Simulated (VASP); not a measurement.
Input of a VASP 6.6.1 run:

Contents of INCAR:

```
SYSTEM = ZrCu
PREC = Accurate ; ENCUT = 600
EDIFF = 1E-7 ; ISMEAR = -1
SIGMA = 0.2 ; LREAL = .FALSE.
LASPH = .TRUE. ; NELM = 120
ALGO = Normal ; ISIF = 3
LWAVE = .FALSE. ; LCHARG = .FALSE.
GGA = PS ; IBRION = 2
NSW = 80 ; EDIFFG = -0.001
PSTRESS = 80.0 ; GGA_COMPAT = .FALSE.
NELMIN = 4
```

Contents of KPOINTS:

```
Automatic mesh
0
Gamma
  6 6 6
  0.5 0.5 0.5
```

Contents of POSCAR:

```
ZrCu
1.0
    3.2526640000      0.0000000000      0.0000000000
    0.0000000000      3.2526640000      0.0000000000
    0.0000000000      0.0000000000      3.2526640000
Zr Cu
1 1
Direct
    0.5000000000      0.5000000000      0.5000000000
    0.0000000000      0.0000000000      0.0000000000
```

Potentials or basis: VASP PAW PBE potentials, release 64 (Zr_sv, Cu).

The run is started by

```bash
$ cat potpaw_PBE.64/Zr_sv/POTCAR potpaw_PBE.64/Cu/POTCAR > POTCAR
$ mpirun -np 1 vasp_std > vasp.out
```

Question: Predict the relaxed volume.

Answer: 15.95 Å³/atom.

Question: Predict the relaxed cell.

Answer: a = 3.172 Å, b = 3.172 Å, c = 3.172 Å, α = 90.00°, β = 90.00°, γ = 90.00°.

Question: What does it give for the space group after relaxing (to 0.05 Å)?

Answer: Pm-3m (No. 221).

Final structure:
```yaml
crystal:
  lattice:
    - [3.17173, 0.00000, 0.00000]
    - [0.00000, 3.17173, 0.00000]
    - [0.00000, 0.00000, 3.17173]
  atoms:
    - { symbol: Zr, position: [0.50000, 0.50000, 0.50000] }
    - { symbol: Cu, position: [0.00000, 0.00000, 0.00000] }
```

Caveat: the cell is relaxed towards a set pressure, so the enthalpy falls and the energy may rise; the PAW data sets were made with another functional, which shifts forces and pressure a little.
